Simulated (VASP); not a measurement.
Input of a VASP 6.6.1 run:

Contents of INCAR:

```
SYSTEM = Al16Co16Si
PREC = Accurate ; ENCUT = 520
EDIFF = 1E-6 ; ISMEAR = 1
SIGMA = 0.1 ; LREAL = Auto
LASPH = .TRUE. ; NELM = 120
ALGO = Normal ; ISIF = 2
LWAVE = .FALSE. ; LCHARG = .FALSE.
GGA = PE ; NBANDS = 120
GGA_COMPAT = .FALSE.
```

KPOINTS

```
regular mesh
0
G
  1 1 1
  0 0 0
```

File POSCAR:

```
Al16Co16Si
1.0
    0.0000000000      5.7030923000      5.7030923000
    5.7030923000      0.0000000000      5.7030923000
    5.7030923000      5.7030923000      0.0000000000
Al Co Si
16 16 1
Direct
   -0.0051599200      0.0050210480      0.0035402724
    0.2439934209      0.2451606824      0.2446267615
   -0.0135483517      0.0107184834      0.4983977727
    0.2467413161      0.2404449074      0.7493914310
   -0.0135057432      0.4997482681      0.0094311116
    0.2466669705      0.7506770494      0.2392457334
    0.0445089237      0.4770844231      0.4754589892
    0.1648988742      0.7815857197      0.7791849169
    0.4819090864      0.0053248305      0.0048596443
    0.7536436855      0.2464691830      0.2450099747
    0.5063358347     -0.0051598323      0.4969968661
    0.7470342887      0.2587283218      0.7498254061
    0.5065536989      0.4977791610     -0.0058023785
    0.7467811804      0.7506943207      0.2579351556
    0.4817986200      0.4725520574      0.4704635413
    0.7484101213      0.7734833609      0.7720124046
    0.1219486663      0.1253897820      0.1242902031
    0.3831728271      0.3558274868      0.3550142438
    0.1236358212      0.1233831513      0.6213363406
    0.3584152934      0.3878819391      0.8628688159
    0.1238450060      0.6227080526      0.1214857596
    0.3588166546      0.8623627747      0.3884582931
    0.1151224573      0.6246477898      0.6235552246
    0.3723725460      0.8647540213      0.8638171611
    0.6203719515      0.1255209389      0.1245656676
    0.8572059232      0.3831290789      0.3820919223
    0.6185147135      0.1281260168      0.6271708946
    0.8801260327      0.3696484099      0.8797693841
    0.6188018384      0.6284571267      0.1264198372
    0.8801413752      0.8815248352      0.3679036547
    0.7352521719      0.6257531550      0.6231200221
    0.8382884668      0.8975119515      0.8966296232
    0.4901420761      0.6286279989      0.6310237167
```

Potentials or basis: VASP PAW PBE potentials, release 64 (Al, Co, Si).

Command:

```bash
$ cat potpaw_PBE.64/Al/POTCAR potpaw_PBE.64/Co/POTCAR potpaw_PBE.64/Si/POTCAR > POTCAR
$ mpirun -np 1 vasp_gam > vasp.out
```

(1) What does it give for the largest force?

(2) What does it give for the pressure?

## Answers

(1) 0.087 eV/Å.

(2) 9.6 GPa.

Caveat: the k points lie up to 0.95 Å⁻¹ apart, too coarse for converged energies, forces and pressures.
